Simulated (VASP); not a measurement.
Here is a VASP 6.6.1 calculation.

The input INCAR:

```
  ALGO = Normal
  EDIFF = 1E-8
  ENCUT = 520
  ISIF = 2
  ISMEAR = -1
  ISPIN = 2
  LASPH = T
  LCHARG = F
  LEFG = T
  LMAXMIX = 4
  LORBIT = 11
  LREAL = F
  LWAVE = F
  MAGMOM = 1.5 1.5
  NBANDS = 21
  NELM = 150
  PREC = Accurate
  SIGMA = 0.08
```

Contents of KPOINTS:

```
k-points
0
Gamma
  15 15 8
```

File POSCAR:

```
Ni
1.0
    2.4480228978      0.0000000000      0.0000000000
   -1.2240114489      2.1200500186      0.0000000000
    0.0000000000      0.0000000000      4.0728075700
Ni
2
Direct
    0.4244560318      0.7333731117      0.2500000000
    0.6666666667      0.3333333333      0.7500000000
```

Potentials or basis: VASP PAW LDA potentials, release 64 (Ni).

Command:

```console
$ cat potpaw_LDA.64/Ni/POTCAR > POTCAR
$ mpirun -np 1 vasp_std > vasp.out
```

Q: Predict the largest force.

A: 0.299 eV/Å.

Q: What does it give for the site moments?

A: Ni +0.60 μB.

Forces in eV/Å, atoms in the order of the input:
```
Ni  -0.159 -0.254  0.000
Ni   0.159  0.254  0.000
```

Caveat: the cell differs from its parent crystal (atom 1 (Ni) moved by [0.141421, 0.141421, 0.0] A); the cell stands under tension; without QUAD_EFG the Cq values of the log hold for a quadrupole moment of 1 mb, not for the nuclei.
